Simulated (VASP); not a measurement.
# MgO (Pm-3m) in VASP: a series of runs

The runs below take MgO through single point, with PBE.

Everything below comes from runs of VASP 6.6.1. Logs are shortened: lines on timing, memory, paths and dates and some standing lists are left out, and cuts for length are marked.

**1. The cell of the first run**

It takes space group Pm-3m (No. 221, cubic). The conventional cell has a = 2.533 Å, b = 2.533 Å, c = 2.533 Å, α = 90.00°, β = 90.00°, γ = 90.00°. Mg (site symmetry m-3m) has 8 O at 2.19 Å and 6 Mg at 2.53 Å within 2.9 Å. Within 2.9 Å of O (site symmetry m-3m) lie 8 Mg at 2.19 Å and 6 O at 2.53 Å.

**2. Single point, PBE (volume changed by -10%)**

Input file INCAR:

```
PREC = Accurate
ENCUT = 520
EDIFF = 1E-7
ISMEAR = 0
SIGMA = 0.01
LREAL = False
LASPH = True
NELM = 80
ALGO = Normal
ISIF = 2
LWAVE = False
LCHARG = False
GGA = PE
NBANDS = 11
```

Input file KPOINTS:

```
regular mesh
0
Gamma
  6 6 6
```

Input file POSCAR:

```
MgO
1.0
    2.5328157338      0.0000000000      0.0000000000
    0.0000000000      2.5328157338      0.0000000000
    0.0000000000      0.0000000000      2.5328157338
Mg O
1 1
Direct
    0.0000000000      0.0000000000      0.0000000000
    0.5000000000      0.5000000000      0.5000000000
```

Potentials or basis: VASP PAW PBE potentials, release 64 (Mg, O).

Run with:

```console
$ cat potpaw_PBE.64/Mg/POTCAR potpaw_PBE.64/O/POTCAR > POTCAR
$ mpirun -np 1 vasp_std > vasp.out
```

OUTCAR:

```text
PREC = Accurate
   ENCUT = 520
   EDIFF = 1E-7
   ISMEAR = 0
   LREAL = False
   LASPH = True
   NELM = 80
   ISIF = 2
   GGA = PE

 ion  position               nearest neighbor table
   1  0.000  0.000  0.000-   2 2.19   2 2.19   2 2.19   2 2.19   2 2.19   2 2.19   2 2.19   2 2.19

   2  0.500  0.500  0.500-   1 2.19   1 2.19   1 2.19   1 2.19   1 2.19   1 2.19   1 2.19   1 2.19

  LATTYP: Found a simple cubic cell.
 ALAT       =     2.5328157338

  Lattice vectors:

 A1 = (   2.5328157338,   0.0000000000,   0.0000000000)
 A2 = (   0.0000000000,   2.5328157338,   0.0000000000)
 A3 = (   0.0000000000,   0.0000000000,   2.5328157338)

Analysis of symmetry for initial positions (statically):
=====================================================================
 Subroutine PRICEL returns:
 Original cell was already a primitive cell.

 Routine SETGRP: Setting up the symmetry group for a
 simple cubic supercell.

 Subroutine GETGRP returns: Found 48 space group operations
 (whereof 48 operations were pure point group operations)
 out of a pool of 48 trial point group operations.

The static configuration has the point symmetry O_h .

Analysis of symmetry for dynamics (positions and initial velocities):
=====================================================================
 Subroutine PRICEL returns:
 Original cell was already a primitive cell.

 Routine SETGRP: Setting up the symmetry group for a
 simple cubic supercell.

 Subroutine GETGRP returns: Found 48 space group operations
 (whereof 48 operations were pure point group operations)
 out of a pool of 48 trial point group operations.

The dynamic configuration has the point symmetry O_h .

 Subroutine INISYM returns: Found 48 space group operations
 (whereof 48 operations are pure point group operations),
 and found     1 'primitive' translations

----------------------------------------------------------------------------------------

                                     Primitive cell

  volume of cell :      16.2484

  direct lattice vectors                    reciprocal lattice vectors
     2.532815734  0.000000000  0.000000000     0.394817509  0.000000000  0.000000000
     0.000000000  2.532815734  0.000000000     0.000000000  0.394817509  0.000000000
     0.000000000  0.000000000  2.532815734     0.000000000  0.000000000  0.394817509

  length of vectors
     2.532815734  2.532815734  2.532815734     0.394817509  0.394817509  0.394817509

  position of ions in fractional coordinates (direct lattice)
     0.000000000  0.000000000  0.000000000
     0.500000000  0.500000000  0.500000000

  ion indices of the primitive-cell ions
   primitive index   ion index
                 1           1
                 2           2

----------------------------------------------------------------------------------------

 KPOINTS: regular mesh

Automatic generation of k-mesh.
 Grid dimensions read from file:
 generate k-points for:    6    6    6

 Generating k-lattice:

  Cartesian coordinates                     Fractional coordinates (reciprocal lattice)
     0.065802918  0.000000000  0.000000000     0.166666667  0.000000000  0.000000000
     0.000000000  0.065802918  0.000000000     0.000000000  0.166666667  0.000000000
     0.000000000  0.000000000  0.065802918     0.000000000  0.000000000  0.166666667

  Length of vectors
     0.065802918  0.065802918  0.065802918

  Shift w.r.t. Gamma in fractional coordinates (k-lattice)
     0.000000000  0.000000000  0.000000000

 Subroutine IBZKPT returns following result:
 ===========================================

 Found     20 irreducible k-points:

 Following reciprocal coordinates:
            Coordinates               Weight
  0.000000  0.000000  0.000000      1.000000
  0.166667  0.000000  0.000000      6.000000
  0.333333  0.000000  0.000000      6.000000
  0.500000  0.000000  0.000000      3.000000
  0.166667  0.166667  0.000000     12.000000
  0.333333  0.166667  0.000000     24.000000
[... 12 lines left out ...]
  0.500000  0.500000  0.333333      6.000000
  0.500000  0.500000  0.500000      1.000000
   k-points           NKPTS =     20   k-points in BZ     NKDIM =     20   number of bands    NBANDS=     11
   number of dos      NEDOS =    301   number of ions     NIONS =      2
   total plane-waves  NPLWV =   8000
   dimension x,y,z NGX =    20 NGY =   20 NGZ =   20
   dimension x,y,z NGXF=    40 NGYF=   40 NGZF=   40
   ions per type =               1   1
   NGX,Y,Z   is equivalent  to a cutoff of  13.13, 13.13, 13.13 a.u.
   NGXF,Y,Z  is equivalent  to a cutoff of  26.25, 26.25, 26.25 a.u.
 SYSTEM =  unknown system
   PREC   = accura    normal or accurate (medium, high low for compatibility)
   ISTART =      0    job   : 0-new  1-cont  2-samecut
   ICHARG =      2    charge: 1-file 2-atom 10-const
   ISPIN  =      1    spin polarized calculation?
   LNONCOLLINEAR =      F non collinear calculations
   LSORBIT =      F    spin-orbit coupling
   LASPH  =      T    aspherical Exc in radial PAW
   ENCUT  =  520.0 eV  38.22 Ry    6.18 a.u.   4.71  4.71  4.71*2*pi/ulx,y,z
   NELM   =     80;   NELMIN=  2; NELMDL= -5     # of ELM steps
   EDIFF  = 0.1E-06   stopping-criterion for ELM
   LREAL  =      F    real-space projection
   EDIFFG = 0.1E-05   stopping-criterion for IOM
   NSW    =      0    number of steps for IOM
   IBRION =     -1    ionic relax: 0-MD 1-quasi-New 2-CG
   NFREE  =      0    steps in history (QN), initial steepest desc. (CG)
   ISIF   =      2    stress and relaxation
   ISYM   =      2    0-nonsym 1-usesym 2-fastsym
   POTIM  = 0.5000    time-step for ionic-motion
   TEBEG  =    0.0;   TEEND  =   0.0 temperature during run
   PSTRESS=    0.0 pullay stress
   NELECT =       8.0000    total number of electrons
   NUPDOWN=      -1.0000    fix difference up-down
   EMIN   =  10.00;   EMAX   =-10.00  energy-range for DOS
   EFERMI =   0.00;   METHOD = LEGACY
   ISMEAR =     0;   SIGMA  =   0.01  broadening in eV -4-tet -1-fermi 0-gaus
   EFERMI_NEDOS =   21; number of points for ismear=-14 and -15
   IALGO  =     38    algorithm
   IMIX   =      4    mixing-type and parameters
     AMIX     =   0.40;   BMIX     =  1.00
     AMIX_MAG =   1.60;   BMIX_MAG =  1.00
  volume/ion in A,a.u.               =       8.12        54.82
  Fermi-wavevector in a.u.,A,eV,Ry     =   1.292710  2.442868 22.736697  1.671100
  Thomas-Fermi vector in A             =   2.424401
   LORBIT       =      0    0 simple, 1 ext, 2 COOP (PROOUT), +10 PAW based schemes
   GGA     = PE    functional components
   LHFCALC =     F    Hartree Fock is set to
   AEXX    =    0.0000 exact exchange contribution
   IVDW    =     0    specifies the selected vdW correction
   LEPSILON=     F    determine dielectric tensor
   LRPA    =     F    only Hartree local field effects (RPA)
 non-spin polarized calculation
 Gauss-broadening in eV      SIGMA  =   0.01
  energy-cutoff  :      520.00
  volume of cell :       16.25
 maximum number of plane-waves:       461
 NGX is ok and might be reduce to    20
   NGX =  9   NGY =  9   NGZ =  9

 number of electron       8.0000006 magnetization

 Free energy of the ion-electron system (eV)
  ---------------------------------------------------
  ext. energy  EPLUGINS =         0.00000000
  ---------------------------------------------------
  free energy    TOTEN  =       -10.21277172 eV

  energy without entropy =      -10.21277172  energy(sigma->0) =      -10.21277172

 E-fermi :   6.2729     XC(G=0): -11.8764

 val. band max:        6.1612883427   @ k =   0.5000   0.5000   0.0000
 cond. band min:       9.8417013066   @ k =   0.0000   0.0000   0.0000
 fundamental gap:      3.6804129639
 Fermi energy:         6.2728559723

 k-point     1 :       0.0000    0.0000    0.0000
  band No.  band energies     occupation
      1     -13.2062      2.00000
      2       5.0166      2.00000
      3       5.0166      2.00000
      4       5.0166      2.00000
      5       9.8417      0.00000
      6      16.8113      0.00000
      7      16.8113      0.00000
      8      28.4574      0.00000
      9      28.4574      0.00000
     10      28.4574      0.00000
     11      35.2593      0.00000

 k-point     2 :       0.1667    0.0000    0.0000
  band No.  band energies     occupation
      1     -12.8868      2.00000
      2       2.9874      2.00000
      3       5.1319      2.00000
      4       5.1319      2.00000
      5      11.1318      0.00000
      6      17.4389      0.00000
      7      17.5865      0.00000
      8      27.8133      0.00000
      9      27.8133      0.00000
     10      28.9872      0.00000
     11      33.2490      0.00000

 k-point     3 :       0.3333    0.0000    0.0000
  band No.  band energies     occupation
      1     -12.1442      2.00000
      2       0.1453      2.00000
      3       5.3737      2.00000
      4       5.3737      2.00000
      5      13.0039      0.00000
      6      17.7140      0.00000
      7      19.2734      0.00000
      8      26.3225      0.00000
      9      26.3225      0.00000
     10      27.5734      0.00000
     11      31.7671      0.00000

 k-point     4 :       0.5000    0.0000    0.0000
  band No.  band energies     occupation
      1     -11.6965      2.00000
      2      -1.0921      2.00000
      3       5.5006      2.00000
      4       5.5006      2.00000
      5      14.2391      0.00000
      6      16.9124      0.00000
      7      21.3443      0.00000
      8      24.2162      0.00000
      9      25.5631      0.00000
     10      25.5631      0.00000
     11      31.3908      0.00000
[... 183 lines left out ...]
 k-point    18 :       0.5000    0.3333    0.3333
  band No.  band energies     occupation
      1     -10.1735      2.00000
      2       1.2361      2.00000
      3       2.4994      2.00000
      4       2.6927      2.00000
      5      14.1823      0.00000
      6      15.0847      0.00000
      7      16.2130      0.00000
      8      24.6567      0.00000
      9      25.9420      0.00000
     10      26.0999      0.00000
     11      28.1583      0.00000

 k-point    19 :       0.5000    0.5000    0.3333
  band No.  band energies     occupation
      1      -9.8686      2.00000
      2       1.6371      2.00000
      3       1.6371      2.00000
      4       2.8931      2.00000
      5      13.3590      0.00000
      6      15.3194      0.00000
      7      15.3194      0.00000
      8      25.0975      0.00000
      9      26.2996      0.00000
     10      26.5230      0.00000
     11      26.5230      0.00000

 k-point    20 :       0.5000    0.5000    0.5000
  band No.  band energies     occupation
      1      -9.5629      2.00000
      2       1.9550      2.00000
      3       1.9550      2.00000
      4       1.9550      2.00000
      5      14.1675      0.00000
      6      14.1675      0.00000
      7      14.1675      0.00000
      8      24.7023      0.00000
      9      26.5449      0.00000
     10      26.5449      0.00000
     11      26.5449      0.00000

------------------------ aborting loop because EDIFF is reached ----------------------------------------

  FORCE on cell =-STRESS in cart. coord.  units (eV):
  Direction    XX          YY          ZZ          XY          YZ          ZX
  --------------------------------------------------------------------------------------
  -------------------------------------------------------------------------------------
  Total        2.7048305      2.7048305      2.7048305      0.0000000      0.0000000     -0.0000000
  in kB      266.7103413    266.7103413    266.7103413      0.0000000      0.0000000     -0.0000000
  external PRESSURE =     266.7103413 kB  Pullay stress =       0.0000000 kB

 VOLUME and BASIS-vectors are now :
 -----------------------------------------------------------------------------
  energy-cutoff  :      520.00
  volume of cell :       16.25
      direct lattice vectors                 reciprocal lattice vectors
     2.532815734  0.000000000  0.000000000     0.394817509  0.000000000  0.000000000
     0.000000000  2.532815734  0.000000000     0.000000000  0.394817509  0.000000000
     0.000000000  0.000000000  2.532815734     0.000000000  0.000000000  0.394817509

 POSITION                                       TOTAL-FORCE (eV/Angst)
 -----------------------------------------------------------------------------------
      0.00000      0.00000      0.00000         0.000000      0.000000      0.000000
      1.26641      1.26641      1.26641         0.000000      0.000000      0.000000
 -----------------------------------------------------------------------------------
    total drift:                                0.000000      0.000000      0.000000

  FREE ENERGIE OF THE ION-ELECTRON SYSTEM (eV)
  ---------------------------------------------------
  free  energy   TOTEN  =       -10.2127717232 eV

  energy  without entropy=      -10.2127717232  energy(sigma->0) =      -10.21277172
```

It took 3.1 s on 1 thread of Intel Xeon 6975P-C, shared host; peak memory 0.12 GiB.

What came out:

- Free energy: -10.2128 eV
- Pressure: 26.7 GPa
- Band gap on the k mesh: 3.68 eV, indirect (least direct gap 4.83 eV)

Levels at points of the mesh, in eV from the valence-band top:
```csv
k point,band 2,band 3,band 4,band 5,band 6,band 7
"(0.00, 0.00, 0.00)",-1.14,-1.14,-1.14,3.68,10.65,10.65
"(0.50, 0.00, 0.00)",-7.25,-0.66,-0.66,8.08,10.75,15.18
"(0.50, 0.50, 0.00)",-5.31,-5.31,0.00,5.38,13.49,13.49
"(0.50, 0.50, 0.50)",-4.21,-4.21,-4.21,8.01,8.01,8.01
```

**3. Single point, PBE (volume changed by +10%)**

Input file INCAR:

```
ALGO = Normal
EDIFF = 1E-7
ENCUT = 520
GGA = PE
ISIF = 2
ISMEAR = 0
LASPH = True
LCHARG = False
LREAL = False
LWAVE = False
NBANDS = 11
NELM = 100
PREC = Accurate
SIGMA = 0.01
```

Input file KPOINTS:

```
k-points
0
Gamma
  6 6 6
```

Input file POSCAR:

```
MgO
1.0
    2.7080311392      0.0000000000      0.0000000000
    0.0000000000      2.7080311392      0.0000000000
    0.0000000000      0.0000000000      2.7080311392
Mg O
1 1
Direct
    0.0000000000      0.0000000000      0.0000000000
    0.5000000000      0.5000000000      0.5000000000
```

Potentials or basis: VASP PAW PBE potentials, release 64 (Mg, O).

Run with:

```console
$ cat potpaw_PBE.64/Mg/POTCAR potpaw_PBE.64/O/POTCAR > POTCAR
$ mpirun -np 1 vasp_std > vasp.out
```

Run time: 2.9 s. Hardware: 1 thread of Intel Xeon 6975P-C, shared host; peak memory 0.12 GiB.

The run converged. Its results:

```yaml
Free_energy: -10.3714 eV
Pressure: -7.4 GPa
Band_gap_on_the_k_mesh: 1.79 eV, indirect (least direct gap 2.71 eV)
```

Levels at points of the mesh, in eV from the valence-band top:
```tsv
k point	band 1	band 2	band 3	band 4	band 5	band 6	band 7	band 8
(0.00, 0.00, 0.00)	-17.97	-0.92	-0.92	-0.92	1.79	10.27	10.27	18.96
(0.50, 0.00, 0.00)	-16.93	-6.01	-0.49	-0.49	6.33	8.56	14.07	16.98
(0.50, 0.50, 0.00)	-16.19	-4.30	-4.30	0.00	4.63	11.30	11.30	12.69
(0.50, 0.50, 0.50)	-15.49	-3.25	-3.25	-3.25	7.12	7.12	7.12	14.81
```

 A k mesh can miss the band edges.
